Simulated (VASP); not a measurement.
Input of a VASP 6.6.1 run:

File INCAR:

```
SYSTEM = W3O
PREC = Accurate
ENCUT = 520
EDIFF = 1E-7
ISMEAR = 0
SIGMA = 0.15
LREAL = .FALSE.
LASPH = .TRUE.
NELM = 60
ALGO = Normal
ISIF = 2
LWAVE = .FALSE.
LCHARG = .FALSE.
GGA = PS
NBANDS = 58
```

File KPOINTS:

```
regular mesh
0
G
  8 8 8
  0 0 0
```

The input POSCAR:

```
W3O
1.0
    4.9762901560      0.0000000000      0.0000000000
    0.0000000000      4.9762901560      0.0000000000
    0.0000000000      0.0000000000      4.6864091760
W O
6 2
Direct
    0.5000000000      0.7500000000      0.0000000000
    0.0000000000      0.5000000000      0.7500000000
    0.2500000000      0.0000000000      0.5000000000
    0.5000000000      0.2500000000      0.0000000000
    0.0000000000      0.5000000000      0.2500000000
    0.7500000000      0.0000000000      0.5000000000
    0.5000000000      0.5000000000      0.5000000000
    0.0000000000      0.0000000000      0.0000000000
```

Potentials or basis: VASP PAW PBE potentials, release 64 (W_sv, O).

Command:

```bash
$ cat potpaw_PBE.64/W_sv/POTCAR potpaw_PBE.64/O/POTCAR > POTCAR
$ mpirun -np 1 vasp_std > vasp.out
```

What does it give for the band gap on the k mesh?

Zero (bands 48 and 49 overlap by 0.77 eV).

Estimate the pressure.

-5.8 GPa.

Predict the largest force.

0.456 eV/Å.

Stress tensor (GPa, compression positive):
```
-8.37  0.00  0.00
 0.00 -8.37  0.00
 0.00  0.00 -0.69
```

Caveat: the cell differs from its parent crystal (strain +0.030 along x and y, -0.030 along z); the cell stands under tension; the PAW data sets were made with another functional, which shifts forces and pressure a little; spin-orbit coupling is left out, which moves the levels of the heavy elements.
